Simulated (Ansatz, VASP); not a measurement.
**Two plane-wave programs on SnO2**

The input INCAR:

```
SYSTEM = SnO2
PREC     = Accurate       ! precision mode
ENCUT    = 520            ! plane-wave cutoff, eV
EDIFF    = 1E-7           ! SCF threshold, eV
ISMEAR   = 0              ! smearing method
SIGMA    = 0.05           ! smearing width, eV
LREAL    = .False.        ! projectors in reciprocal space
LASPH    = .True.         ! aspherical terms in the spheres
NELM     = 100            ! most SCF steps
ALGO     = Normal         ! electronic algorithm
ISIF     = 2              ! what is computed and relaxed
LWAVE    = .False.        ! write WAVECAR
LCHARG   = .False.        ! write CHGCAR
GGA      = PE             ! functional
IVDW     = 12             ! dispersion correction
NBANDS   = 64             ! bands
```

File KPOINTS:

```
Automatic mesh
0
Gamma
  6 6 6
  0 0 0
```

The input POSCAR:

```
SnO2
1.0
    3.2373377712      1.8690778337      4.2908446647
   -3.2373377712      1.8690778337      4.2908446647
    0.0000000000     -3.7381556673      4.2908446647
Sn O
4 8
Direct
    0.8611706257      0.8665830742      0.8665830739
    0.3611959177      0.3665887991      0.8665881250
    0.3611959177      0.8665881252      0.3665887989
    0.8611824080      0.3665905889      0.3665905886
    0.1468348755      0.6083213964      0.6083213864
    0.6468378606      0.1083706337      0.6083418296
    0.6468378606      0.6083418396      0.1083706237
    0.6094318809      0.6078900728      0.6078900847
    0.1468369626      0.1083618528      0.1083618428
    0.1094559987      0.1078516086      0.6078547750
    0.1094559986      0.6078547631      0.1078516205
    0.6094798426      0.1078681675      0.1078681795
```

Input for Ansatz:

```yaml
crystal:
  lattice:
    - [3.2373377712, 1.8690778337, 4.2908446647]
    - [-3.2373377712, 1.8690778337, 4.2908446647]
    - [0.0, -3.7381556673, 4.2908446647]
  atoms:
    - { symbol: Sn, position: [0.8611706257, 0.8665830742, 0.8665830739] }
    - { symbol: Sn, position: [0.3611959177, 0.3665887991, 0.866588125] }
    - { symbol: Sn, position: [0.3611959177, 0.8665881252, 0.3665887989] }
    - { symbol: Sn, position: [0.861182408, 0.3665905889, 0.3665905886] }
    - { symbol: O, position: [0.1468348755, 0.6083213964, 0.6083213864] }
    - { symbol: O, position: [0.6468378606, 0.1083706337, 0.6083418296] }
    - { symbol: O, position: [0.6468378606, 0.6083418396, 0.1083706237] }
    - { symbol: O, position: [0.6094318809, 0.6078900728, 0.6078900847] }
    - { symbol: O, position: [0.1468369626, 0.1083618528, 0.1083618428] }
    - { symbol: O, position: [0.1094559987, 0.1078516086, 0.607854775] }
    - { symbol: O, position: [0.1094559986, 0.6078547631, 0.1078516205] }
    - { symbol: O, position: [0.6094798426, 0.1078681675, 0.1078681795] }
basis:
  ecutwfc: 520.0
kpoints:
  mp_grid: { grid: [6, 6, 6] }
hamiltonian:
  xc: pbe
  pseudopotentials: { kind: paw, azcp: { folder: soft_1 } }
  dispersion: d3bj
scf:
  occupations: { method: gaussian, width: 0.05 }
output:
  forces: true
  stress: true
  eigenvalues: true
```

Change from the starting cell: mode 20 frozen in at +0.075 Å and mode 26 at +0.069 Å (largest displacements).

Alike in both runs: task single point; functional PBE; dispersion D3(BJ); k mesh 6 × 6 × 6; occupations gaussian, width 0.05 eV; no spin polarisation.

|  | VASP | Ansatz |
| --- | --- | --- |
| version | VASP 6.6.1 | Ansatz 0.2.0 |
| potentials or method | VASP PAW PBE potentials, release 64 (Sn_d, O), cutoff 520 eV | scalar-relativistic, plane waves, PAW |
| valence electrons in the cell | 104 | 104 |

|  | VASP | Ansatz | Ansatz less VASP |
| --- | --- | --- | --- |
| gap on the k mesh at the Fermi level (eV) | 1.52 | 1.54 | +0.020 |
| least direct gap on the mesh (eV) | 1.52 | 1.54 | +0.020 |
| pressure (GPa) | 2.1 | 1.4 | -0.69 |
| traceless stress, the component that is largest in VASP (GPa) | 4.40 | 4.34 | -0.066 |
| rms of the force components (eV/Å) | 0.564 | 0.546 | -0.0177 |

Atom by atom the forces differ by 0.031 eV/Å (rms over components).
